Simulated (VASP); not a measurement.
# Ge (C2/m) in VASP: single point with PBE

Aim: the single point of Ge with PBE.

Everything below comes from runs of VASP 6.6.1. Logs are shortened: lines on timing, memory, paths and dates and some standing lists are left out, and cuts for length are marked.

### 1 The cell of the first run

It takes space group C2/m (No. 12, monoclinic). The conventional cell has a = 5.010 Å, b = 2.878 Å, c = 4.639 Å, α = 90.00°, β = 90.67°, γ = 90.00°. Within 3.4 Å of Ge (site symmetry m) lie 12 Ge at 2.54 to 3.29 Å.

### 2 Single point, PBE (strained and its atoms moved)

File INCAR:

```
SYSTEM = Ge
  PREC = Accurate
  ENCUT = 520
  EDIFF = 1E-6
  ISMEAR = 0
  SIGMA = 0.1
  LREAL = .FALSE.
  LASPH = .TRUE.
  NELM = 100
  ALGO = Normal
  ISIF = 2
  LWAVE = .FALSE.
  LCHARG = .TRUE.
  GGA = PE
  LELF = .TRUE.
  LVHAR = .TRUE.
  NBANDS = 21
```

File KPOINTS:

```
regular mesh
0
G
  14 14 8
  0 0 0
```

File POSCAR:

```
Ge
1.0
    1.4387983732     -2.5048874026     -0.0146859432
    1.4387983732      2.5048874026      0.0146859432
    0.0000000000      0.0267581922      4.6384333334
Ge
2
Direct
    0.7072705626      0.2927294374      0.2782632782
    0.2927294374      0.7072705626      0.7217367218
```

Potentials or basis: VASP PAW PBE potentials, release 64 (Ge_d).

Launch:

```console
cat potpaw_PBE.64/Ge_d/POTCAR > POTCAR
mpirun -np 1 vasp_std > vasp.out
```

OUTCAR:

```text
SYSTEM = Ge
   PREC = Accurate
   ENCUT = 520
   EDIFF = 1E-6
   ISMEAR = 0
   LREAL = .FALSE.
   LASPH = .TRUE.
   NELM = 100
   ISIF = 2
   GGA = PE

 ion  position               nearest neighbor table
   1  0.707  0.293  0.278-   2 2.54   2 2.54
   2  0.293  0.707  0.722-   1 2.54   1 2.54

  LATTYP: Found a base centered monoclinic cell.
 ALAT       =     5.0098609069
 B/A-ratio  =     0.5743865548
 C/A-ratio  =     0.9258761072
 COS(beta)  =    -0.0116313216

  Lattice vectors:

 A1 = (  -1.4387983732,  -2.5048874026,  -0.0146859432)
 A2 = (   1.4387983732,  -2.5048874026,  -0.0146859432)
 A3 = (   0.0000000000,   0.0267581922,   4.6384333334)

Analysis of symmetry for initial positions (statically):
=====================================================================
 Subroutine PRICEL returns:
 Original cell was already a primitive cell.

 Routine SETGRP: Setting up the symmetry group for a
 base centered monoclinic supercell.

 Subroutine GETGRP returns: Found  4 space group operations
 (whereof  4 operations were pure point group operations)
 out of a pool of  4 trial point group operations.

The static configuration has the point symmetry C_2h.

Analysis of symmetry for dynamics (positions and initial velocities):
=====================================================================
 Subroutine PRICEL returns:
 Original cell was already a primitive cell.

 Routine SETGRP: Setting up the symmetry group for a
 base centered monoclinic supercell.

 Subroutine GETGRP returns: Found  4 space group operations
 (whereof  4 operations were pure point group operations)
 out of a pool of  4 trial point group operations.

The dynamic configuration has the point symmetry C_2h.

 Subroutine INISYM returns: Found  4 space group operations
 (whereof  4 operations are pure point group operations),
 and found     1 'primitive' translations

----------------------------------------------------------------------------------------

                                     Primitive cell

  volume of cell :      33.4330

  direct lattice vectors                    reciprocal lattice vectors
     1.438798373 -2.504887403 -0.014685943     0.347512208 -0.199616522  0.001151548
     1.438798373  2.504887403  0.014685943     0.347512208  0.199616522 -0.001151548
     0.000000000  0.026758192  4.638433333     0.000000000 -0.001264029  0.215597326

  length of vectors
     2.888739749  2.888739749  4.638510514     0.400765289  0.400765289  0.215601031

  position of ions in fractional coordinates (direct lattice)
     0.707270563  0.292729437  0.278263278
     0.292729437  0.707270563  0.721736722

  ion indices of the primitive-cell ions
   primitive index   ion index
                 1           1
                 2           2

----------------------------------------------------------------------------------------

 KPOINTS: regular mesh

Automatic generation of k-mesh.
 Grid dimensions read from file:
 generate k-points for:   14   14    8

 Generating k-lattice:

  Cartesian coordinates                     Fractional coordinates (reciprocal lattice)
     0.024822301 -0.014258323  0.000082253     0.071428571  0.000000000  0.000000000
     0.024822301  0.014258323 -0.000082253     0.000000000  0.071428571 -0.000000000
     0.000000000 -0.000158004  0.026949666     0.000000000  0.000000000  0.125000000

  Length of vectors
     0.028626092  0.028626092  0.026950129

  Shift w.r.t. Gamma in fractional coordinates (k-lattice)
     0.000000000  0.000000000  0.000000000

 Subroutine IBZKPT returns following result:
 ===========================================

 Found    429 irreducible k-points:

 Following reciprocal coordinates:
            Coordinates               Weight
  0.000000  0.000000  0.000000      1.000000
  0.071429 -0.000000  0.000000      4.000000
  0.142857 -0.000000  0.000000      4.000000
  0.214286 -0.000000  0.000000      4.000000
  0.285714 -0.000000  0.000000      4.000000
  0.357143 -0.000000  0.000000      4.000000
[... 16 lines left out ...]
  0.214286  0.142857  0.000000      4.000000
  0.285714  0.142857  0.000000      4.000000
 [... further k-points ...]
   k-points           NKPTS =    429   k-points in BZ     NKDIM =    429   number of bands    NBANDS=     21
   number of dos      NEDOS =    301   number of ions     NIONS =      2
   total plane-waves  NPLWV =  20736
   dimension x,y,z NGX =    24 NGY =   24 NGZ =   36
   dimension x,y,z NGXF=    48 NGYF=   48 NGZF=   72
   ions per type =               2
   NGX,Y,Z   is equivalent  to a cutoff of  13.81, 13.81, 12.90 a.u.
   NGXF,Y,Z  is equivalent  to a cutoff of  27.62, 27.62, 25.81 a.u.
 SYSTEM =  Ge
   PREC   = accura    normal or accurate (medium, high low for compatibility)
   ISTART =      0    job   : 0-new  1-cont  2-samecut
   ICHARG =      2    charge: 1-file 2-atom 10-const
   ISPIN  =      1    spin polarized calculation?
   LNONCOLLINEAR =      F non collinear calculations
   LSORBIT =      F    spin-orbit coupling
   LASPH  =      T    aspherical Exc in radial PAW
   ENCUT  =  520.0 eV  38.22 Ry    6.18 a.u.   5.37  5.37  8.62*2*pi/ulx,y,z
   NELM   =    100;   NELMIN=  2; NELMDL= -5     # of ELM steps
   EDIFF  = 0.1E-05   stopping-criterion for ELM
   LREAL  =      F    real-space projection
   EDIFFG = 0.1E-04   stopping-criterion for IOM
   NSW    =      0    number of steps for IOM
   IBRION =     -1    ionic relax: 0-MD 1-quasi-New 2-CG
   NFREE  =      0    steps in history (QN), initial steepest desc. (CG)
   ISIF   =      2    stress and relaxation
   ISYM   =      2    0-nonsym 1-usesym 2-fastsym
   POTIM  = 0.5000    time-step for ionic-motion
   TEBEG  =    0.0;   TEEND  =   0.0 temperature during run
   PSTRESS=    0.0 pullay stress
   NELECT =      28.0000    total number of electrons
   NUPDOWN=      -1.0000    fix difference up-down
   EMIN   =  10.00;   EMAX   =-10.00  energy-range for DOS
   EFERMI =   0.00;   METHOD = LEGACY
   ISMEAR =     0;   SIGMA  =   0.10  broadening in eV -4-tet -1-fermi 0-gaus
   EFERMI_NEDOS =   21; number of points for ismear=-14 and -15
   IALGO  =     38    algorithm
   IMIX   =      4    mixing-type and parameters
     AMIX     =   0.40;   BMIX     =  1.00
     AMIX_MAG =   1.60;   BMIX_MAG =  1.00
  volume/ion in A,a.u.               =      16.72       112.81
  Fermi-wavevector in a.u.,A,eV,Ry     =   1.543130  2.916093 32.398886  2.381251
  Thomas-Fermi vector in A             =   2.648837
   LORBIT       =      0    0 simple, 1 ext, 2 COOP (PROOUT), +10 PAW based schemes
   GGA     = PE    functional components
   LHFCALC =     F    Hartree Fock is set to
   AEXX    =    0.0000 exact exchange contribution
   IVDW    =     0    specifies the selected vdW correction
   LEPSILON=     F    determine dielectric tensor
   LRPA    =     F    only Hartree local field effects (RPA)
 non-spin polarized calculation
 Gauss-broadening in eV      SIGMA  =   0.10
  energy-cutoff  :      520.00
  volume of cell :       33.43
 maximum number of plane-waves:       918
 NGX is ok and might be reduce to    24
   NGX = 11   NGY = 11   NGZ = 17

 number of electron      28.0000016 magnetization

 Free energy of the ion-electron system (eV)
  ---------------------------------------------------
  ext. energy  EPLUGINS =         0.00000000
  ---------------------------------------------------
  free energy    TOTEN  =        -7.97582362 eV

  energy without entropy =       -7.97164857  energy(sigma->0) =       -7.97373610

 E-fermi :   8.1341     XC(G=0): -11.8811

 val. band max:        8.1279958558   @ k =   0.3571   0.5000   0.3750
 cond. band min:       8.1468156251   @ k =   0.2857   0.0714   0.3750
 fundamental gap:      0.0188197693
 Fermi energy:         8.1340899651

 k-point     1 :       0.0000    0.0000    0.0000
  band No.  band energies     occupation
      1     -16.7200      2.00000
      2     -16.7154      2.00000
      3     -16.7134      2.00000
      4     -16.6790      2.00000
      5     -16.6350      2.00000
      6     -16.6317      2.00000
[... 13 lines left out ...]
     20      20.9246      0.00000
     21      21.9488      0.00000

 k-point     2 :       0.0714   -0.0000    0.0000
  band No.  band energies     occupation
      1     -16.7240      2.00000
      2     -16.7130      2.00000
      3     -16.7045      2.00000
      4     -16.6786      2.00000
      5     -16.6384      2.00000
      6     -16.6258      2.00000
[... 13 lines left out ...]
     20      21.1072      0.00000
     21      22.9131      0.00000

 k-point     3 :       0.1429   -0.0000    0.0000
  band No.  band energies     occupation
      1     -16.7303      2.00000
      2     -16.7089      2.00000
      3     -16.6849      2.00000
      4     -16.6786      2.00000
      5     -16.6401      2.00000
      6     -16.6149      2.00000
[... 13 lines left out ...]
     20      22.6860      0.00000
     21      22.8041      0.00000

 k-point     4 :       0.2143   -0.0000    0.0000
  band No.  band energies     occupation
      1     -16.7377      2.00000
      2     -16.7093      2.00000
      3     -16.6816      2.00000
      4     -16.6575      2.00000
      5     -16.6371      2.00000
      6     -16.6044      2.00000
[... 13 lines left out ...]
     20      22.0843      0.00000
     21      22.4886      0.00000

 k-point     5 :       0.2857   -0.0000    0.0000
  band No.  band energies     occupation
      1     -16.7459      2.00000
      2     -16.7138      2.00000
      3     -16.6860      2.00000
      4     -16.6463      2.00000
      5     -16.6176      2.00000
      6     -16.6043      2.00000
[... 13 lines left out ...]
     20      21.5506      0.00000
     21      21.8824      0.00000
[... 382 lines left out ...]
     20      21.9936      0.00000
     21      22.1111      0.00000

 k-point    22 :       0.1429    0.1429    0.0000
  band No.  band energies     occupation
      1     -16.7359      2.00000
      2     -16.7035      2.00000
      3     -16.6823      2.00000
      4     -16.6606      2.00000
      5     -16.6147      2.00000
      6     -16.6024      2.00000
[... 13 lines left out ...]
     20      20.4134      0.00000
     21      20.5798      0.00000

 k-point    23 :       0.2143    0.1429    0.0000
  band No.  band energies     occupation
      1     -16.7365      2.00000
      2     -16.7031      2.00000
      3     -16.6885      2.00000
      4     -16.6623      2.00000
      5     -16.5979      2.00000
      6     -16.5834      2.00000
[... 13 lines left out ...]
     20      19.6995      0.00000
     21      22.4683      0.00000

 k-point    24 :       0.2857    0.1429    0.0000
  band No.  band energies     occupation
      1     -16.7380      2.00000
      2     -16.7033      2.00000
      3     -16.6984      2.00000
      4     -16.6629      2.00000
      5     -16.6006      2.00000
      6     -16.5804      2.00000
[... 13 lines left out ...]
     20      19.1656      0.00000
     21      24.2115      0.00000

 [... further k-points ...]

------------------------ aborting loop because EDIFF is reached ----------------------------------------

  FORCE on cell =-STRESS in cart. coord.  units (eV):
  Direction    XX          YY          ZZ          XY          YZ          ZX
  --------------------------------------------------------------------------------------
  -------------------------------------------------------------------------------------
  Total        3.8419180      2.2910698      4.5213071      0.0000000     -0.3969449      0.0000000
  in kB      184.1127673    109.7928673    216.6705134      0.0000000    -19.0224316      0.0000000
  external PRESSURE =     170.1920493 kB  Pullay stress =       0.0000000 kB

 VOLUME and BASIS-vectors are now :
 -----------------------------------------------------------------------------
  energy-cutoff  :      520.00
  volume of cell :       33.43
      direct lattice vectors                 reciprocal lattice vectors
     1.438798373 -2.504887403 -0.014685943     0.347512208 -0.199616522  0.001151548
     1.438798373  2.504887403  0.014685943     0.347512208  0.199616522 -0.001151548
     0.000000000  0.026758192  4.638433333     0.000000000 -0.001264029  0.215597326

 POSITION                                       TOTAL-FORCE (eV/Angst)
 -----------------------------------------------------------------------------------
      1.43880     -1.03093      1.28462         0.000000      0.118193     -1.527841
      1.43880      1.05769      3.35382         0.000000     -0.118193      1.527841
 -----------------------------------------------------------------------------------
    total drift:                                0.000000      0.000000      0.000000

  FREE ENERGIE OF THE ION-ELECTRON SYSTEM (eV)
  ---------------------------------------------------
  free  energy   TOTEN  =        -7.9758236191 eV

  energy  without entropy=       -7.9716485735  energy(sigma->0) =       -7.97373610
```

Run time: 1.8 min. Hardware: 1 thread of Intel Xeon Platinum 8488C (Sapphire Rapids), shared host; peak memory 0.34 GiB.

Results:

- Free energy: -7.9758 eV
- Pressure: 17.0 GPa
- Largest force: 1.532 eV/Å
- Band gap on the k mesh: zero (band 14 reaches 15.02 eV, above the bottom of band 15 at 4.99 eV)

Forces in eV/Å, atoms in the order of the input:
```
Ge   0.000  0.118 -1.528
Ge   0.000 -0.118  1.528
```

Levels at points of the mesh, in eV from the Fermi level:
| k point | band 12 | band 13 | band 14 | band 15 | band 16 | band 17 |
| --- | --- | --- | --- | --- | --- | --- |
| (0.00, 0.00, 0.00) | -7.83 | -6.05 | 6.54 | 8.18 | 8.42 | 10.93 |
| (0.50, 0.00, 0.00) | -8.13 | -2.06 | -1.80 | -0.22 | 0.76 | 2.85 |
| (0.50, 0.50, 0.00) | -7.04 | -2.61 | -1.83 | -1.31 | 2.51 | 2.89 |
| (0.00, 0.00, 0.50) | -11.49 | 0.94 | 2.79 | 7.42 | 8.47 | 8.75 |
| (0.50, 0.00, 0.50) | -7.27 | -5.51 | -5.01 | 3.55 | 4.41 | 5.80 |
| (0.50, 0.50, 0.50) | -6.58 | -5.87 | -4.22 | 3.49 | 4.65 | 5.53 |

Caveat: the cell differs from its parent crystal (strained and its atoms moved); forces of over 1 eV/Å act on the atoms, so gaps and moduli don't describe the material at rest.
